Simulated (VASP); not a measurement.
A run of VASP 6.6.1:

Contents of INCAR:

```
ALGO = Normal
EDIFF = 1E-6
ENCUT = 520
ISIF = 2
ISMEAR = -1
LASPH = T
LCHARG = F
LREAL = F
LWAVE = F
NBANDS = 12
NELM = 80
PREC = Accurate
SIGMA = 0.1
```

File KPOINTS:

```
k-points
0
Gamma
  18 18 18
```

The input POSCAR:

```
Ti
1.0
    0.0000000000      1.6888416160      1.6888416160
    1.6888416160      0.0000000000      1.6888416160
    1.6888416160      1.6888416160      0.0000000000
Ti
1
Direct
    0.0000000000      0.0000000000      0.0000000000
```

Potentials or basis: VASP PAW LDA potentials, release 64 (Ti_sv).

The run is started by

```sh
$ cat potpaw_LDA.64/Ti_sv/POTCAR > POTCAR
$ mpirun -np 1 vasp_std > vasp.out
```

Hardware: 1 thread of Intel(R) Xeon(R) 6975P-C (Granite Rapids), with other jobs on the host.

Question: How long does it take, and how much memory?

Answer: It took 8.4 s on 1 thread of Intel(R) Xeon(R) 6975P-C (Granite Rapids), on a shared host, peak memory 0.12 GiB. Counts: scf iterations 12, k points 195.
